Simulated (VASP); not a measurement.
Wanted: the native input for a VASP 6.6.1 run.

- Task: relaxation of cell and atoms
- Functional: PBE
- Potentials or basis: VASP PAW PBE potentials, release 64 (Zr_sv)
- Cutoff: 600 eV
- k mesh: 9 × 9 × 5
- Occupations: fermi-dirac, width 0.05 eV
- Spin: no spin polarisation
- Target pressure: 5 GPa
- Dipole correction: no
- Further INCAR settings: ALGO = Normal; EDIFF = 1e-06; IBRION = 2; EDIFFG = -0.005; NSW = 80; ISIF = 3

The structure of Zr lies in POSCAR:

```
Zr
1.0
    3.2320000000      0.0000000000      0.0000000000
   -1.6160000000      2.7989941050      0.0000000000
    0.0000000000      0.0000000000      5.1470000000
Zr
2
Direct
    0.6666666667      0.3333333333      0.7500000000
    0.3333333333      0.6666666667      0.2500000000
```

These files were run (other wordings do the same):

INCAR

```
ALGO = Normal
EDIFF = 1E-6
EDIFFG = -0.005
ENCUT = 600
GGA = PE
IBRION = 2
ISIF = 3
ISMEAR = -1
LASPH = T
LCHARG = F
LREAL = F
LWAVE = F
NELM = 60
NSW = 80
PREC = Accurate
PSTRESS = 50.0
SIGMA = 0.05
```

KPOINTS

```
k-points
0
Gamma
  9 9 5
```

Potentials or basis: VASP PAW PBE potentials, release 64 (Zr_sv).

The run is started by

```bash
$ cat potpaw_PBE.64/Zr_sv/POTCAR > POTCAR
$ mpirun -np 1 vasp_std > vasp.out
```

It gave:

| Property | Result |
| --- | --- |
| Relaxed volume | 22.27 Å³/atom |
| Relaxed cell | a = 3.172 Å, b = 3.172 Å, c = 5.112 Å, α = 90.00°, β = 90.00°, γ = 120.00° |
| Space group after relaxing (to 0.1 Å) | P6_3/mmc (No. 194) |
| Energy change on relaxing (the run minimises the enthalpy) | +16.3 meV/atom |
| Ionic steps | 9 |
| Pressure after relaxing | 5.0 GPa |
| Band gap on the k mesh | zero (bands 12 and 13 overlap by 1.14 eV) |

Caveat: the cell is relaxed towards a set pressure, so the run minimises the enthalpy, not the energy.

It took 76 s on 1 thread of Intel(R) Xeon(R) 6975P-C (Granite Rapids) (shared host), peak memory 0.19 GiB.
